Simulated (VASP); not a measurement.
Mo, 1 atom in the cell. It takes space group Im-3m (No. 229, cubic). The conventional cell has a = 3.260 Å, b = 3.260 Å, c = 3.260 Å, α = 90.00°, β = 90.00°, γ = 90.00°. Mo (site symmetry m-3m) has 14 Mo at 2.82 to 3.26 Å within 3.7 Å.  This cell differs from its parent crystal: volume scaled by 1.08.

- Program: VASP 6.6.1
- Task: single point
- Functional: RPBE
- Potentials or basis: VASP PAW PBE potentials, release 64 (Mo_sv)
- Cutoff: 520 eV
- k mesh: 23 × 23 × 23
- Occupations: fermi-dirac, width 0.1 eV
- Spin: no spin polarisation
- Dipole correction: no
- Further INCAR settings: ALGO = Normal; EDIFF = 1e-06; NBANDS = 13

Potentials or basis: VASP PAW PBE potentials, release 64 (Mo_sv).

Run with:

```bash
$ cat potpaw_PBE.64/Mo_sv/POTCAR > POTCAR
$ mpirun -np 1 vasp_std > vasp.out
```

Hardware: 1 thread of Intel(R) Xeon(R) 6975P-C (Granite Rapids), on a shared host.

Q: Estimate the wall time of this run.

A: Wall time 39 s on 1 thread of Intel(R) Xeon(R) 6975P-C (Granite Rapids) (shared host), peak memory 0.19 GiB. Counts: scf iterations 11, k points 364.
